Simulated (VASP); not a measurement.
# Mo3W2 in VASP: further runs

The runs below take Mo3W2 through single point, with PBE.

Everything below comes from runs of VASP 6.6.1. Logs are shortened: lines on timing, memory, paths and dates and some standing lists are left out, and cuts for length are marked.

## (1) The cell of the first run

The structure is orthorhombic, space group Fmmm (No. 69). Conventional cell: a = 3.170 Å, b = 4.487 Å, c = 22.411 Å, α = 90.00°, β = 90.00°, γ = 90.00°. Mo (site symmetry mm2) has 10 Mo at 2.74 to 3.17 Å and 4 W at 2.75 to 3.17 Å within 3.6 Å. Mo (site symmetry mmm) has 14 Mo at 2.74 to 3.17 Å within 3.6 Å. Within 3.6 Å of W (site symmetry mm2) lie 10 W at 2.75 to 3.18 Å and 4 Mo at 2.75 to 3.17 Å.

## (2) Single point, PBE

The input, INCAR:

```
  PREC = Accurate
  ENCUT = 520
  EDIFF = 1E-7
  ISMEAR = 0
  SIGMA = 0.2
  LREAL = False
  LASPH = True
  NELM = 80
  ALGO = Fast
  ISIF = 2
  LWAVE = False
  LCHARG = False
  GGA = PE
  NBANDS = 81
```

The input, KPOINTS:

```
Automatic mesh
0
Gamma
  8 4 2
```

The input, POSCAR:

```
Mo3W2
1.0
    1.5851125721      2.2432968989      0.0000000000
    4.7553377162     -2.2432968989      0.0000000000
    1.5851125721      0.0000000000    -11.2056348339
Mo W
6 4
Direct
    0.4502457832      0.4502457832      0.1990168672
    0.9502457832      0.9502457832      0.1990168672
    0.2500000000      0.2500000000      0.0000000000
    0.7500000000      0.7500000000      0.0000000000
    0.0497542168      0.0497542168      0.8009831328
    0.5497542168      0.5497542168      0.8009831328
    0.3498301063      0.3498301063      0.6006795747
    0.8498301063      0.8498301063      0.6006795747
    0.1501698937      0.1501698937      0.3993204253
    0.6501698937      0.6501698937      0.3993204253
```

Potentials or basis: VASP PAW PBE potentials, release 64 (Mo_sv, W_sv).

Started as:

```sh
> cat potpaw_PBE.64/Mo_sv/POTCAR potpaw_PBE.64/W_sv/POTCAR > POTCAR
> mpirun -np 1 vasp_std > vasp.out
```

OUTCAR:

```text
PREC = Accurate
   ENCUT = 520
   EDIFF = 1E-7
   ISMEAR = 0
   LREAL = False
   LASPH = True
   NELM = 80
   ISIF = 2
   GGA = PE

 ion  position               nearest neighbor table
   1  0.450  0.450  0.199-   4 2.74   3 2.74   2 2.75   2 2.75   9 2.75  10 2.75   3 3.16   4 3.16
                             2 3.17   2 3.17  10 3.17   9 3.17
   2  0.950  0.950  0.199-   3 2.74   4 2.74   1 2.75   1 2.75  10 2.75   9 2.75   4 3.16   3 3.16
                             1 3.17   1 3.17   9 3.17  10 3.17
   3  0.250  0.250  0.000-   2 2.74   6 2.74   5 2.74   1 2.74   4 2.75   4 2.75   2 3.16   1 3.16
                             5 3.16   6 3.16   4 3.17   4 3.17
   4  0.750  0.750  0.000-   1 2.74   5 2.74   2 2.74   6 2.74   3 2.75   3 2.75   1 3.16   2 3.16
                             6 3.16   5 3.16   3 3.17   3 3.17
   5  0.050  0.050  0.801-   4 2.74   3 2.74   6 2.75   6 2.75   7 2.75   8 2.75   3 3.16   4 3.16
                             6 3.17   6 3.17   7 3.17   8 3.17
   6  0.550  0.550  0.801-   3 2.74   4 2.74   5 2.75   5 2.75   8 2.75   7 2.75   4 3.16   3 3.16
                             5 3.17   5 3.17   8 3.17   7 3.17
   7  0.350  0.350  0.601-   8 2.75   8 2.75   5 2.75   6 2.75   9 2.76  10 2.76   8 3.17   8 3.17
                             5 3.17   6 3.17  10 3.18   9 3.18
   8  0.850  0.850  0.601-   7 2.75   7 2.75   6 2.75   5 2.75  10 2.76   9 2.76   7 3.17   7 3.17
                             6 3.17   5 3.17   9 3.18  10 3.18
   9  0.150  0.150  0.399-  10 2.75  10 2.75   1 2.75   2 2.75   7 2.76   8 2.76  10 3.17  10 3.17
                             2 3.17   1 3.17   8 3.18   7 3.18
  10  0.650  0.650  0.399-   9 2.75   9 2.75   2 2.75   1 2.75   8 2.76   7 2.76   9 3.17   9 3.17
                             1 3.17   2 3.17   7 3.18   8 3.18

  LATTYP: Found a triclinic cell.
 ALAT       =     2.7468095753
 B/A-ratio  =     2.5171182277
 C/A-ratio  =     5.4127536213
 COS(alpha) =     0.0002106268
 COS(beta)  =     0.4923690563
 COS(gamma) =     0.6626395486

  Lattice vectors:

 A1 = (  -1.5851125721,  -2.2432968989,   0.0000000000)
 A2 = (   1.5851125720,  -6.7298906967,   0.0000000000)
 A3 = (  -9.5106754325,  -2.2432968989,  11.2056348339)

Analysis of symmetry for initial positions (statically):
=====================================================================
 Subroutine PRICEL returns following result:

  LATTYP: Found a face centered orthorhombic cell.
 ALAT       =     3.1702251442
 B/A-ratio  =     1.4152287594
 C/A-ratio  =     7.0692990714

  Lattice vectors:

[... 154 lines left out ...]
   TEBEG  =    0.0;   TEEND  =   0.0 temperature during run
   PSTRESS=    0.0 pullay stress
   NELECT =     140.0000    total number of electrons
   NUPDOWN=      -1.0000    fix difference up-down
   EMIN   =  10.00;   EMAX   =-10.00  energy-range for DOS
   EFERMI =   0.00;   METHOD = LEGACY
   ISMEAR =     0;   SIGMA  =   0.20  broadening in eV -4-tet -1-fermi 0-gaus
   EFERMI_NEDOS =   21; number of points for ismear=-14 and -15
   IALGO  =     68    algorithm
   IMIX   =      4    mixing-type and parameters
     AMIX     =   0.40;   BMIX     =  1.00
     AMIX_MAG =   1.60;   BMIX_MAG =  1.00
  volume/ion in A,a.u.               =      15.94       107.56
  Fermi-wavevector in a.u.,A,eV,Ry     =   1.567845  2.962797 33.444988  2.458137
  Thomas-Fermi vector in A             =   2.669964
   LORBIT       =      0    0 simple, 1 ext, 2 COOP (PROOUT), +10 PAW based schemes
   GGA     = PE    functional components
   LHFCALC =     F    Hartree Fock is set to
   AEXX    =    0.0000 exact exchange contribution
   IVDW    =     0    specifies the selected vdW correction
   LEPSILON=     F    determine dielectric tensor
   LRPA    =     F    only Hartree local field effects (RPA)
 non-spin polarized calculation
 RMM-DIIS sequential band-by-band and
 Gauss-broadening in eV      SIGMA  =   0.20
  energy-cutoff  :      520.00
  volume of cell :      159.38
 maximum number of plane-waves:      4330
   NGX = 11   NGY = 19   NGZ = 41

 number of electron     139.9999996 magnetization

 Free energy of the ion-electron system (eV)
  ---------------------------------------------------
  ext. energy  EPLUGINS =         0.00000000
  ---------------------------------------------------
  free energy    TOTEN  =      -117.41723552 eV

  energy without entropy =     -117.30025188  energy(sigma->0) =     -117.35874370

 E-fermi :  11.8760     XC(G=0): -13.4152

 val. band max:       11.8524146020   @ k =   0.2500   0.5000   0.5000
 cond. band min:      11.8776111867   @ k =   0.1250   0.5000   0.0000
 fundamental gap:      0.0251965847
 Fermi energy:        11.8759606697

 k-point     1 :       0.0000    0.0000    0.0000
  band No.  band energies     occupation
      1     -62.2458      2.00000
      2     -62.1837      2.00000
      3     -62.1494      2.00000
      4     -62.1493      2.00000
      5     -49.3480      2.00000
      6     -49.2579      2.00000
[... 2005 lines left out ...]
     80      13.7801      0.00000
     81      13.8675      0.00000

 [... further k-points ...]

------------------------ aborting loop because EDIFF is reached ----------------------------------------

  FORCE on cell =-STRESS in cart. coord.  units (eV):
  Direction    XX          YY          ZZ          XY          YZ          ZX
  --------------------------------------------------------------------------------------
  -------------------------------------------------------------------------------------
  Total        0.9956010      0.9999695      0.1822380      0.4491344      0.1111842     -0.0318070
  in kB       10.0081215     10.0520353      1.8319189      4.5148526      1.1176614     -0.3197351
  external PRESSURE =       7.2973586 kB  Pullay stress =       0.0000000 kB

 VOLUME and BASIS-vectors are now :
 -----------------------------------------------------------------------------
  energy-cutoff  :      520.00
  volume of cell :      159.38
      direct lattice vectors                 reciprocal lattice vectors
     1.585112572  2.243296899  0.000000000     0.157717505  0.334329353  0.022310204
     4.755337716 -2.243296899  0.000000000     0.157717505 -0.111443118  0.022310204
     1.585112572  0.000000000-11.205634834     0.000000000  0.000000000 -0.089240816

 POSITION                                       TOTAL-FORCE (eV/Angst)
 -----------------------------------------------------------------------------------
      3.17023      0.00000     -2.23011        -0.000682      0.000138      0.010685
      6.34045      0.00000     -2.23011        -0.000682      0.000138      0.010685
      1.58511      0.00000      0.00000         0.000000     -0.000000     -0.000000
      4.75534      0.00000      0.00000         0.000000     -0.000000     -0.000000
      1.58511      0.00000     -8.97552         0.000682     -0.000138     -0.010685
      4.75534      0.00000     -8.97552         0.000682     -0.000138     -0.010685
      3.17023      0.00000     -6.73100         0.000195     -0.001456      0.002218
      6.34045      0.00000     -6.73100         0.000195     -0.001456      0.002218
      1.58511      0.00000     -4.47464        -0.000195      0.001456     -0.002218
      4.75534      0.00000     -4.47464        -0.000195      0.001456     -0.002218
 -----------------------------------------------------------------------------------
    total drift:                                0.000000     -0.000000      0.000000

  FREE ENERGIE OF THE ION-ELECTRON SYSTEM (eV)
  ---------------------------------------------------
  free  energy   TOTEN  =      -117.4172355210 eV

  energy  without entropy=     -117.3002518777  energy(sigma->0) =     -117.35874370
```

Run time: 15 min. Hardware: 1 thread of Oxide Virtual Turin-like, shared host; peak memory 0.43 GiB.

Results:

```yaml
Free_energy: -117.4172 eV
Pressure: 0.7 GPa
Largest_force: 0.011 eV/Å
Band_gap_on_the_k_mesh: zero (bands 70 and 71 overlap by 1.95 eV)
```

Forces on the atoms (eV/Å):
```
Mo  -0.001  0.000  0.011
Mo  -0.001  0.000  0.011
Mo   0.000  0.000  0.000
Mo   0.000  0.000  0.000
Mo   0.001  0.000 -0.011
Mo   0.001  0.000 -0.011
W    0.000 -0.001  0.002
W    0.000 -0.001  0.002
W    0.000  0.001 -0.002
W    0.000  0.001 -0.002
```

Caveat: spin-orbit coupling is left out, which moves the levels of the heavy elements.

## (3) Single point, PBE

The input, INCAR:

```
SYSTEM = Mo3W2
ALGO     = Fast           ! electronic algorithm
EDIFF    = 1E-7           ! SCF threshold, eV
ENCUT    = 520            ! plane-wave cutoff, eV
GGA      = PE             ! functional
ISIF     = 2              ! what is computed and relaxed
ISMEAR   = 0              ! smearing method
LASPH    = .TRUE.         ! aspherical terms in the spheres
LCHARG   = .TRUE.         ! write CHGCAR
LELF     = .TRUE.         ! ELF
LREAL    = .FALSE.        ! projectors in reciprocal space
LVHAR    = .TRUE.       
LWAVE    = .FALSE.        ! write WAVECAR
NBANDS   = 81             ! bands
NELM     = 60             ! most SCF steps
PREC     = Accurate       ! precision mode
SIGMA    = 0.2            ! smearing width, eV
```

The input, KPOINTS:

```
k-points
0
G
  8 4 2
  0 0 0
```

The input, POSCAR:

```
Mo3W2
1.0
    1.5910242802      2.2505948676      0.0006623072
    4.7552371891     -2.2380864791     -0.0021244681
    1.5888792372     -0.0020848579    -11.1834582939
Mo W
6 4
Direct
    0.4502820727      0.4502331139      0.1989493590
    0.9502709616      0.9502271131      0.1989564786
    0.2500222417      0.2500035812     -0.0000002220
    0.7500129154      0.7500049123     -0.0000001239
    0.0497296974      0.0497678106      0.8010461650
    0.5497217057      0.5497662986      0.8010486818
    0.3497508381      0.3498582102      0.6006950926
    0.8497589379      0.8498566161      0.6006907344
    0.1502203720      0.1501433897      0.3993070550
    0.6502302576      0.6501389541      0.3993067796
```

Potentials or basis: VASP PAW PBE potentials, release 64 (Mo_sv, W_sv).

Started as:

```sh
> cat potpaw_PBE.64/Mo_sv/POTCAR potpaw_PBE.64/W_sv/POTCAR > POTCAR
> mpirun -np 1 vasp_std > vasp.out
```

Wall time 16 min (1 thread of Oxide Virtual Turin-like, shared host); peak memory 0.43 GiB.

Results (log left out):

```
Free energy            : -117.4195 eV
Pressure               : 0.5 GPa
Largest force          : 0.004 eV/Å
Band gap on the k mesh : zero (bands 70 and 71 overlap by 1.89 eV)
```

Forces on the atoms (eV/Å):
```
Mo   0.000  0.000  0.003
Mo   0.000  0.000  0.004
Mo   0.000  0.000  0.000
Mo   0.000  0.000  0.000
Mo   0.000  0.000 -0.003
Mo   0.000  0.000 -0.003
W    0.000  0.001 -0.001
W    0.000  0.000 -0.002
W    0.000  0.000  0.001
W    0.000  0.000  0.001
```

Levels at points of the mesh, in eV from the Fermi level:
```tsv
k point	band 66	band 67	band 68	band 69	band 70	band 71	band 72	band 73	band 74	band 75
(0.00, 0.00, 0.00)	-1.18	-0.18	-0.05	0.19	0.27	0.28	0.44	1.11	1.22	1.25
(0.50, 0.00, 0.00)	-1.74	-0.70	-0.70	-0.52	-0.52	0.25	0.25	0.91	0.91	1.06
(0.00, 0.50, 0.00)	-1.82	-1.65	-1.65	-1.56	-1.56	0.78	0.78	0.91	0.91	1.17
(0.50, 0.50, 0.00)	0.15	0.18	0.18	1.20	1.21	1.40	1.46	1.57	1.89	2.02
(0.00, 0.00, 0.50)	-1.26	-0.99	-0.77	-0.17	0.20	1.24	1.26	1.34	1.36	1.40
(0.50, 0.00, 0.50)	-1.79	-1.38	-1.38	-0.60	-0.60	0.39	0.39	0.73	0.73	1.49
(0.00, 0.50, 0.50)	-1.69	-1.61	-1.61	-1.55	-1.55	0.87	0.87	1.01	1.01	1.12
(0.50, 0.50, 0.50)	0.18	0.33	0.44	0.85	0.93	1.05	1.21	1.22	1.40	1.47
```

Caveat: spin-orbit coupling is left out, which moves the levels of the heavy elements.

The gap in the log of VASP goes by the Fermi energy; the results here count the filled bands.